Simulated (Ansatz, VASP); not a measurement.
One calculation of SrO, two programs

Contents of INCAR:

```
  PREC = Accurate
  ENCUT = 520
  EDIFF = 1E-6
  ISMEAR = 0
  SIGMA = 0.05
  LREAL = False
  LASPH = True
  NELM = 80
  ALGO = Normal
  ISIF = 2
  LWAVE = False
  LCHARG = False
  GGA = PE
  NBANDS = 15
```

File KPOINTS:

```
Automatic mesh
0
Gamma
  8 8 8
```

The input POSCAR:

```
SrO
1.0
    0.0000000000      2.6340450000      2.5698000000
    2.6340450000      0.0000000000      2.5698000000
    2.6340450000      2.6340450000      0.0000000000
Sr O
1 1
Direct
    0.0000000000      0.0000000000      0.0000000000
    0.5000000000      0.5000000000      0.5000000000
```

Input for Ansatz:

```yaml
crystal:
  lattice:
    - [0.0, 2.634045, 2.5698]
    - [2.634045, 0.0, 2.5698]
    - [2.634045, 2.634045, 0.0]
  atoms:
    - { symbol: Sr, position: [0.0, 0.0, 0.0] }
    - { symbol: O, position: [0.5, 0.5, 0.5] }
basis:
  ecutwfc: 420
kpoints:
  mp_grid: { grid: [8, 8, 8] }
hamiltonian:
  xc: pbe
scf:
  occupations: { method: gaussian, width: 0.05 }
output:
  forces: true
  stress: true
  eigenvalues: true
```

Change from the starting cell: strain +0.025 along x and y, +0.000 along z, atoms carried along.

Alike in both runs: task single point; functional PBE; k mesh 8 × 8 × 8; occupations gaussian, width 0.05 eV; no spin polarisation.

|  | VASP | Ansatz |
| --- | --- | --- |
| version | VASP 6.6.1 | Ansatz 0.2.0 |
| potentials or method | VASP PAW PBE potentials, release 64 (Sr_sv, O), cutoff 520 eV | scalar-relativistic, plane waves, PAW |
| valence electrons in the cell | 16 | 16 |

VASP gave:

| Quantity | Value |
| --- | --- |
| gap on the k mesh at the Fermi level (eV) | 3.18 |
| least direct gap on the mesh (eV) | 3.37 |
| pressure (GPa) | -0.8 |
| traceless stress, the component that is largest in VASP (GPa) | 1.86 |

Estimate Ansatz's values.

gap on the k mesh at the Fermi level (eV): 3.22; least direct gap on the mesh (eV): 3.41; pressure (GPa): -1.3; traceless stress, the component that is largest in VASP (GPa): 1.76.
